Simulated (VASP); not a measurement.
# BAs in VASP: further runs, part 2 of 2

VASP 6.6.1. The steps go on from the part before.

### 3 Single point, PBE

This run uses another cell than the first one, of 13.02 Å³/atom.

Input file INCAR:

```
PREC     = Accurate       # precision mode
ENCUT    = 520            # plane-wave cutoff, eV
EDIFF    = 1E-7           # SCF threshold, eV
ISMEAR   = 0              # smearing method
SIGMA    = 0.1            # smearing width, eV
LREAL    = F              # projectors in reciprocal space
LASPH    = T              # aspherical terms in the spheres
NELM     = 100            # most SCF steps
ALGO     = Normal         # electronic algorithm
ISIF     = 2              # what is computed and relaxed
LWAVE    = F              # write WAVECAR
LCHARG   = F              # write CHGCAR
GGA      = PE             # functional
NBANDS   = 11             # bands
```

Input file KPOINTS:

```
regular mesh
0
Gamma
  18 18 20
```

Input file POSCAR:

```
BAs
1.0
    3.1470324989      0.0000000000      0.0000000000
    0.0000000000      3.1470324989      0.0000000000
    0.0000000000      0.0000000000      2.6294913260
B As
1 1
Direct
    0.5000000000      0.5000000000      0.5000000000
    0.0000000000      0.0000000000      0.5000000000
```

Potentials or basis: VASP PAW PBE potentials, release 64 (B, As).

Command:

```console
$ cat potpaw_PBE.64/B/POTCAR potpaw_PBE.64/As/POTCAR > POTCAR
$ mpirun -np 1 vasp_std > vasp.out
```

OUTCAR:

```text
PREC = Accurate
   ENCUT = 520
   EDIFF = 1E-7
   ISMEAR = 0
   LREAL = F
   LASPH = T
   NELM = 100
   ISIF = 2
   GGA = PE

 ion  position               nearest neighbor table
   1  0.500  0.500  0.500-   2 2.23   2 2.23   2 2.23   2 2.23
   2  0.000  0.000  0.500-   1 2.23   1 2.23   1 2.23   1 2.23

  LATTYP: Found a simple tetragonal cell.
 ALAT       =     3.1470324989
 C/A-ratio  =     0.8355462891

  Lattice vectors:

 A1 = (   3.1470324989,   0.0000000000,   0.0000000000)
 A2 = (   0.0000000000,   3.1470324989,   0.0000000000)
 A3 = (   0.0000000000,   0.0000000000,   2.6294913260)

Analysis of symmetry for initial positions (statically):
=====================================================================
 Subroutine PRICEL returns:
 Original cell was already a primitive cell.

 Routine SETGRP: Setting up the symmetry group for a
 simple tetragonal supercell.

 Subroutine GETGRP returns: Found 16 space group operations
 (whereof 16 operations were pure point group operations)
 out of a pool of 16 trial point group operations.

The static configuration has the point symmetry D_4h.

Analysis of symmetry for dynamics (positions and initial velocities):
=====================================================================
 Subroutine PRICEL returns:
 Original cell was already a primitive cell.

 Routine SETGRP: Setting up the symmetry group for a
 simple tetragonal supercell.

 Subroutine GETGRP returns: Found 16 space group operations
 (whereof 16 operations were pure point group operations)
 out of a pool of 16 trial point group operations.

The dynamic configuration has the point symmetry D_4h.

 Subroutine INISYM returns: Found 16 space group operations
 (whereof 16 operations are pure point group operations),
 and found     1 'primitive' translations

----------------------------------------------------------------------------------------

                                     Primitive cell

  volume of cell :      26.0420

  direct lattice vectors                    reciprocal lattice vectors
     3.147032499  0.000000000  0.000000000     0.317759667  0.000000000  0.000000000
     0.000000000  3.147032499  0.000000000     0.000000000  0.317759667  0.000000000
     0.000000000  0.000000000  2.629491326     0.000000000  0.000000000  0.380301692

  length of vectors
     3.147032499  3.147032499  2.629491326     0.317759667  0.317759667  0.380301692

  position of ions in fractional coordinates (direct lattice)
     0.500000000  0.500000000  0.500000000
     0.000000000  0.000000000  0.500000000

  ion indices of the primitive-cell ions
   primitive index   ion index
                 1           1
                 2           2

----------------------------------------------------------------------------------------

 KPOINTS: regular mesh

Automatic generation of k-mesh.
 Grid dimensions read from file:
 generate k-points for:   18   18   20

[... 21 lines left out ...]
  0.055556  0.000000  0.000000      4.000000
  0.111111  0.000000  0.000000      4.000000
  0.166667  0.000000  0.000000      4.000000
  0.222222  0.000000  0.000000      4.000000
  0.277778  0.000000  0.000000      4.000000
[... 16 lines left out ...]
  0.277778  0.111111  0.000000      8.000000
  0.333333  0.111111  0.000000      8.000000
 [... further k-points ...]
   k-points           NKPTS =    605   k-points in BZ     NKDIM =    605   number of bands    NBANDS=     11
   number of dos      NEDOS =    301   number of ions     NIONS =      2
   total plane-waves  NPLWV =  11520
   dimension x,y,z NGX =    24 NGY =   24 NGZ =   20
   dimension x,y,z NGXF=    48 NGYF=   48 NGZF=   40
   ions per type =               1   1
   NGX,Y,Z   is equivalent  to a cutoff of  12.68, 12.68, 12.64 a.u.
   NGXF,Y,Z  is equivalent  to a cutoff of  25.36, 25.36, 25.29 a.u.
 SYSTEM =  unknown system
   PREC   = accura    normal or accurate (medium, high low for compatibility)
   ISTART =      0    job   : 0-new  1-cont  2-samecut
   ICHARG =      2    charge: 1-file 2-atom 10-const
   ISPIN  =      1    spin polarized calculation?
   LNONCOLLINEAR =      F non collinear calculations
   LSORBIT =      F    spin-orbit coupling
   LASPH  =      T    aspherical Exc in radial PAW
   ENCUT  =  520.0 eV  38.22 Ry    6.18 a.u.   5.85  5.85  4.89*2*pi/ulx,y,z
   NELM   =    100;   NELMIN=  2; NELMDL= -5     # of ELM steps
   EDIFF  = 0.1E-06   stopping-criterion for ELM
   LREAL  =      F    real-space projection
   EDIFFG = 0.1E-05   stopping-criterion for IOM
   NSW    =      0    number of steps for IOM
   IBRION =     -1    ionic relax: 0-MD 1-quasi-New 2-CG
   NFREE  =      0    steps in history (QN), initial steepest desc. (CG)
   ISIF   =      2    stress and relaxation
   ISYM   =      2    0-nonsym 1-usesym 2-fastsym
   POTIM  = 0.5000    time-step for ionic-motion
   TEBEG  =    0.0;   TEEND  =   0.0 temperature during run
   PSTRESS=    0.0 pullay stress
   NELECT =       8.0000    total number of electrons
   NUPDOWN=      -1.0000    fix difference up-down
   EMIN   =  10.00;   EMAX   =-10.00  energy-range for DOS
   EFERMI =   0.00;   METHOD = LEGACY
   ISMEAR =     0;   SIGMA  =   0.10  broadening in eV -4-tet -1-fermi 0-gaus
   EFERMI_NEDOS =   21; number of points for ismear=-14 and -15
   IALGO  =     38    algorithm
   IMIX   =      4    mixing-type and parameters
     AMIX     =   0.40;   BMIX     =  1.00
     AMIX_MAG =   1.60;   BMIX_MAG =  1.00
  volume/ion in A,a.u.               =      13.02        87.87
  Fermi-wavevector in a.u.,A,eV,Ry     =   1.104621  2.087432 16.601670  1.220188
  Thomas-Fermi vector in A             =   2.241097
   LORBIT       =      0    0 simple, 1 ext, 2 COOP (PROOUT), +10 PAW based schemes
   GGA     = PE    functional components
   LHFCALC =     F    Hartree Fock is set to
   AEXX    =    0.0000 exact exchange contribution
   IVDW    =     0    specifies the selected vdW correction
   LEPSILON=     F    determine dielectric tensor
   LRPA    =     F    only Hartree local field effects (RPA)
 non-spin polarized calculation
 Gauss-broadening in eV      SIGMA  =   0.10
  energy-cutoff  :      520.00
  volume of cell :       26.04
 maximum number of plane-waves:       720
 NGX is ok and might be reduce to    24
   NGX = 11   NGY = 11   NGZ =  9

 number of electron       7.9999999 magnetization

 Free energy of the ion-electron system (eV)
  ---------------------------------------------------
  ext. energy  EPLUGINS =         0.00000000
  ---------------------------------------------------
  free energy    TOTEN  =        -9.30929053 eV

  energy without entropy =       -9.30651508  energy(sigma->0) =       -9.30790280

 E-fermi :   6.6110     XC(G=0): -11.1159

 val. band max:        6.6065196845   @ k =   0.3889   0.1111   0.4000
 cond. band min:       6.6151473166   @ k =   0.3889   0.2778   0.4000
 fundamental gap:      0.0086276321
 Fermi energy:         6.6109872705

 k-point     1 :       0.0000    0.0000    0.0000
  band No.  band energies     occupation
      1      -9.0466      2.00000
      2       3.7323      2.00000
      3       3.7323      2.00000
      4       5.3261      2.00000
      5       9.5991      0.00000
      6      11.2022      0.00000
      7      15.8891      0.00000
      8      15.9366      0.00000
      9      15.9366      0.00000
     10      17.1011      0.00000
     11      21.6197      0.00000
[... 309 lines left out ...]
 k-point    24 :       0.3333    0.1111    0.0000
  band No.  band energies     occupation
      1      -7.5521      2.00000
      2      -1.8835      2.00000
      3       3.8548      2.00000
      4       8.3637      0.00000
      5      10.4223      0.00000
      6      11.1076      0.00000
      7      14.1227      0.00000
      8      14.7081      0.00000
      9      17.8287      0.00000
     10      18.3427      0.00000
     11      23.2336      0.00000

 [... further k-points ...]

------------------------ aborting loop because EDIFF is reached ----------------------------------------

  FORCE on cell =-STRESS in cart. coord.  units (eV):
  Direction    XX          YY          ZZ          XY          YZ          ZX
  --------------------------------------------------------------------------------------
  -------------------------------------------------------------------------------------
  Total        0.0841104      0.0841104      0.0392910      0.0000000     -0.0000000      0.0000000
  in kB        5.1747121      5.1747121      2.4172961      0.0000000     -0.0000000      0.0000000
  external PRESSURE =       4.2555735 kB  Pullay stress =       0.0000000 kB

 VOLUME and BASIS-vectors are now :
 -----------------------------------------------------------------------------
  energy-cutoff  :      520.00
  volume of cell :       26.04
      direct lattice vectors                 reciprocal lattice vectors
     3.147032499  0.000000000  0.000000000     0.317759667  0.000000000  0.000000000
     0.000000000  3.147032499  0.000000000     0.000000000  0.317759667  0.000000000
     0.000000000  0.000000000  2.629491326     0.000000000  0.000000000  0.380301692

 POSITION                                       TOTAL-FORCE (eV/Angst)
 -----------------------------------------------------------------------------------
      1.57352      1.57352      1.31475         0.000000      0.000000      0.000000
      0.00000      0.00000      1.31475         0.000000      0.000000      0.000000
 -----------------------------------------------------------------------------------
    total drift:                                0.000000     -0.000000     -0.000000

  FREE ENERGIE OF THE ION-ELECTRON SYSTEM (eV)
  ---------------------------------------------------
  free  energy   TOTEN  =        -9.3092905286 eV

  energy  without entropy=       -9.3065150758  energy(sigma->0) =       -9.30790280
```

Run time: 35 s. Hardware: 1 thread of Intel Xeon 6975P-C (Granite Rapids), shared host; peak memory 0.27 GiB.

Results:

| Item | Value |
| --- | --- |
| Free energy | -9.3093 eV |
| Pressure | 0.4 GPa |
| Band gap on the k mesh | zero (bands 4 and 5 overlap by 5.87 eV) |

Levels at points of the mesh, in eV from the Fermi level:
```csv
k point,band 1,band 2,band 3,band 4,band 5,band 6,band 7,band 8
"(0.00, 0.00, 0.00)",-15.66,-2.88,-2.88,-1.28,2.99,4.59,9.28,9.33
"(0.50, 0.00, 0.00)",-13.46,-10.25,0.89,0.93,2.71,4.60,5.56,6.58
"(0.50, 0.50, 0.00)",-11.25,-7.50,-7.50,-6.34,6.28,7.78,11.85,11.85
"(0.00, 0.00, 0.50)",-12.33,-7.72,-0.92,-0.92,2.17,3.00,7.80,9.52
"(0.50, 0.00, 0.50)",-10.12,-7.32,-5.24,-2.94,2.40,3.40,5.83,7.91
"(0.50, 0.50, 0.50)",-7.46,-5.16,-5.16,-3.86,-3.15,-1.19,3.68,3.68
```

### 4 Relaxation of cell and atoms, PBE

Input file INCAR:

```
SYSTEM = BAs
PREC = Accurate ; ENCUT = 600
EDIFF = 1E-7 ; ISMEAR = 0
SIGMA = 0.1 ; LREAL = .False.
LASPH = .True. ; NELM = 100
ALGO = Normal ; ISIF = 3
LWAVE = .False. ; LCHARG = .False.
GGA = PE ; IBRION = 2
NSW = 100 ; EDIFFG = -0.01
```

Input file KPOINTS:

```
Automatic mesh
0
Gamma
  18 18 20
  0 0 0
```

Input file POSCAR:

```
BAs
1.0
    3.1454058653      0.0000000000      0.0000000000
    0.0000000000      3.1454058653      0.0000000000
    0.0000000000      0.0000000000      2.7038217981
B As
1 1
Direct
    0.5000000000      0.5000000000      0.5000000000
    0.0000000000      0.0000000000      0.5000000000
```

Command:

```console
$ cat potpaw_PBE.64/B/POTCAR potpaw_PBE.64/As/POTCAR > POTCAR
$ mpirun -np 1 vasp_std > vasp.out
```

It took 2.8 min on 1 thread of Intel Xeon 6975P-C (Granite Rapids), shared host; peak memory 0.31 GiB.

Results (log left out):

| Property | Result |
| --- | --- |
| Free energy | -9.3101 eV |
| Relaxed volume | 13.07 Å³/atom |
| Relaxed cell | a = 3.152 Å, b = 3.152 Å, c = 2.633 Å, α = 90.00°, β = 90.00°, γ = 90.00° |
| Space group after relaxing (to 0.1 Å) | P4/mmm (No. 123) |
| Energy gained by relaxing | 4.3 meV/atom |
| Ionic steps | 6 |
| Pressure after relaxing | -0.1 GPa |
| Band gap on the k mesh | zero (bands 4 and 5 overlap by 5.86 eV) |

Step by step:
| step | energy change (eV) | largest force (eV/Å) | pressure (GPa) | volume (Å³) |
| --- | --- | --- | --- | --- |
| 1 | 0.0000 | 0.0000 | -1.73 | 26.75 |
| 2 | -0.0059 | 0.0000 | 0.27 | 26.19 |
| 3 | -0.0062 | 0.0000 | 0.84 | 26.05 |
| 4 | -0.0086 | 0.0000 | 0.27 | 26.07 |
| 5 | -0.0086 | 0.0000 | 0.25 | 26.07 |
| 6 | -0.0086 | 0.0000 | -0.09 | 26.15 |

Final structure:
```cif
data_structure
_symmetry_space_group_name_H-M 'P 1'
_symmetry_Int_Tables_number 1
_cell_length_a 3.1516
_cell_length_b 3.1516
_cell_length_c 2.6326
_cell_angle_alpha 90.000
_cell_angle_beta 90.000
_cell_angle_gamma 90.000
_cell_volume 26.15
loop_
_atom_site_label
_atom_site_type_symbol
_atom_site_fract_x
_atom_site_fract_y
_atom_site_fract_z
_atom_site_occupancy
B1 B 0.50000 0.50000 0.50000 1
As1 As 0.00000 0.00000 0.50000 1
```

Levels at points of the mesh, in eV from the Fermi level:
| k point | band 2 | band 3 | band 4 | band 5 | band 6 | band 7 |
| --- | --- | --- | --- | --- | --- | --- |
| (0.00, 0.00, 0.00) | -2.87 | -2.87 | -1.31 | 2.99 | 4.60 | 9.27 |
| (0.50, 0.00, 0.00) | -10.22 | 0.90 | 0.93 | 2.70 | 4.58 | 5.55 |
| (0.50, 0.50, 0.00) | -7.46 | -7.46 | -6.33 | 6.26 | 7.74 | 11.81 |
| (0.00, 0.00, 0.50) | -7.68 | -0.91 | -0.91 | 2.16 | 2.95 | 7.79 |
| (0.50, 0.00, 0.50) | -7.30 | -5.22 | -2.91 | 2.40 | 3.38 | 5.79 |
| (0.50, 0.50, 0.50) | -5.14 | -5.14 | -3.85 | -3.15 | -1.18 | 3.69 |

### 5 The runs side by side

| task | cell | k mesh | cutoff (eV) | gap on the mesh (eV) | pressure (GPa) |
| --- | --- | --- | --- | --- | --- |
| single point | a = 3.145, b = 3.145, c = 2.704 Å, 2 atoms | 6 × 6 × 6 | 520 | none | 0.1 |
| single point | a = 3.147, b = 3.147, c = 2.629 Å, 2 atoms | 18 × 18 × 20 | 520 | none | 0.4 |
| relaxation of cell and atoms | relaxed from a = 3.145, b = 3.145, c = 2.704 Å, 2 atoms | 18 × 18 × 20 | 600 | none | -0.1 |

Alike in all rows: level PBE; potentials or basis VASP PAW PBE potentials, release 64 (B, As); no spin polarisation; smearing gaussian 0.1 eV.

Caveats: some runs use coarse meshes.

Total energies depend on the potentials used, so only differences within one code and one set of settings carry meaning.
